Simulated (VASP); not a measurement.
B5Pt, 6 atoms in the cell. The structure is tetragonal, space group P4/mmm (No. 123). The conventional cell has a = 2.393 Å, b = 2.393 Å, c = 10.136 Å, α = 90.00°, β = 90.00°, γ = 90.00°. B (site symmetry 4mm) has 12 B at 2.33 to 2.39 Å within 3.1 Å. B (site symmetry 4mm) has 8 B at 2.33 to 2.39 Å and 4 Pt at 2.46 Å within 3.1 Å. B (site symmetry 4/mmm) has 12 B at 2.38 to 2.39 Å within 3.1 Å. Within 3.2 Å of Pt (site symmetry 4/mmm) lie 4 Pt at 2.39 Å and 8 B at 2.46 Å. 

- Program: VASP 6.6.1
- Task: single point
- Functional: PBE
- Potentials or basis: VASP PAW PBE potentials, release 64 (B, Pt)
- Cutoff: 520 eV
- k mesh: 8 × 8 × 2
- Occupations: gaussian, width 0.1 eV
- Spin: no spin polarisation
- Dipole correction: no
- Further INCAR settings: ALGO = Normal; EDIFF = 1e-06; NBANDS = 22

Potentials or basis: VASP PAW PBE potentials, release 64 (B, Pt).

Launch:

```sh
$ cat potpaw_PBE.64/B/POTCAR potpaw_PBE.64/Pt/POTCAR > POTCAR
$ mpirun -np 1 vasp_std > vasp.out
```

Hardware: 1 thread of Intel Xeon 6975P-C, with other jobs on the host.

**Question.** Estimate the wall time of this run.

**Answer.** It took 32 s on 1 thread of Intel Xeon 6975P-C, with other jobs on the host, peak memory 0.18 GiB. Counts: scf iterations 15, k points 30.
